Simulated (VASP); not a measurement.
**Cd3HgO4: single point with PBE**

Crystal: Cd3HgO4.

```
Cd Hg O
1.0
     4.80896    0.00000    0.00000
     0.00000    4.80896    0.00000
     0.00000    0.00000    4.80896
Cd Hg O
3 1 4
Direct
  0.50000 0.00000 0.50000
  0.50000 0.50000 0.00000
  0.00000 0.50000 0.50000
  0.00000 0.00000 0.00000
  0.00000 0.50000 0.00000
  0.50000 0.50000 0.50000
  0.00000 0.00000 0.50000
  0.50000 0.00000 0.00000
```

```json
{
 "Program": "VASP 6.6.1",
 "Task": "single point",
 "Functional": "PBE",
 "Potentials or basis": "VASP PAW PBE potentials, release 64 (Cd, Hg, O)",
 "Cutoff": "520 eV",
 "k mesh": "8 × 8 × 8",
 "Occupations": "gaussian, width 0.1 eV",
 "Spin": "no spin polarisation",
 "Dipole correction": "no",
 "k mesh for the DOS": "12 × 12 × 12",
 "Occupations for the DOS": "tetrahedron",
 "Further INCAR settings": "ALGO = Normal; EDIFF = 1e-07; NBANDS = 46"
}
```

- Valence electrons inside the program's atomic spheres: Cd 10.19; Hg 10.37; O 4.89, 4.90 (each value once)

Levels at points of the mesh, in eV from the Fermi level:
| k point | band 33 | band 34 | band 35 | band 36 | band 37 | band 38 | band 39 | band 40 |
| --- | --- | --- | --- | --- | --- | --- | --- | --- |
| (0.00, 0.00, 0.00) | -2.66 | -1.78 | -1.78 | -1.78 | -1.65 | 1.65 | 3.00 | 3.00 |
| (0.50, 0.00, 0.00) | -2.13 | -2.13 | -1.94 | -1.94 | 2.37 | 2.66 | 4.34 | 4.95 |
| (0.50, 0.50, 0.00) | -0.79 | -0.74 | -0.74 | 0.07 | 3.70 | 4.28 | 4.28 | 4.28 |
| (0.50, 0.50, 0.50) | -0.57 | -0.57 | 0.13 | 0.13 | 3.76 | 3.76 | 3.76 | 3.80 |

Run time: 2.8 min on 1 thread of Intel(R) Xeon(R) 6975P-C (Granite Rapids) (shared host), peak memory 0.45 GiB.

Caveat: spin-orbit coupling is left out, which moves the levels of the heavy elements.
